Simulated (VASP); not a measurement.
Write the native input for VASP 6.6.1 that does the following.

```yaml
Task: single point
Functional: PBEsol
Potentials_or_basis: VASP PAW PBE potentials, release 64 (Tl_d, Sb, O)
Cutoff: 520 eV
k_mesh: 8 × 8 × 8
Occupations: fermi-dirac, width 0.03 eV
Spin: no spin polarisation
Dipole_correction: no
Further_INCAR_settings: ALGO = Normal; EDIFF = 1e-07; NBANDS = 23
```

The structure of TlSbO2 lies in POSCAR:

```
TlSbO2
1.0
    1.7450673722      1.0075151171      6.4233510022
   -1.7450673722      1.0075151171      6.4233510022
    0.0000000000     -2.0150302341      6.4233510022
Tl Sb O
1 1 2
Direct
    1.0000000000      0.0000000000      0.0000000000
    0.5000000000      0.5000000000      0.5000000000
    0.2282766165      0.2282766165      0.2282766165
    0.7717233835      0.7717233835      0.7717233835
```

One way to write it, as run:

INCAR

```
  PREC = Accurate
  ENCUT = 520
  EDIFF = 1E-7
  ISMEAR = -1
  SIGMA = 0.03
  LREAL = F
  LASPH = T
  NELM = 80
  ALGO = Normal
  ISIF = 2
  LWAVE = F
  LCHARG = F
  GGA = PS
  NBANDS = 23
```

KPOINTS

```
regular mesh
0
Gamma
  8 8 8
```

Potentials or basis: VASP PAW PBE potentials, release 64 (Tl_d, Sb, O).

The run is started by

```bash
$ cat potpaw_PBE.64/Tl_d/POTCAR potpaw_PBE.64/Sb/POTCAR potpaw_PBE.64/O/POTCAR > POTCAR
$ mpirun -np 1 vasp_std > vasp.out
```

Results of the run:

```json
{"Pressure": "-0.5 GPa", "Largest force": "0.044 eV/Å", "Band gap on the k mesh": "zero (band 15 reaches 6.80 eV, above the bottom of band 16 at 6.56 eV)"}
```

Caveat: the PAW data sets were made with another functional, which shifts forces and pressure a little; spin-orbit coupling is left out, which moves the levels of the heavy elements.

Wall time 2.5 min on 1 thread of Intel(R) Xeon(R) 6975P-C (Granite Rapids), on a shared host, peak memory 0.39 GiB.
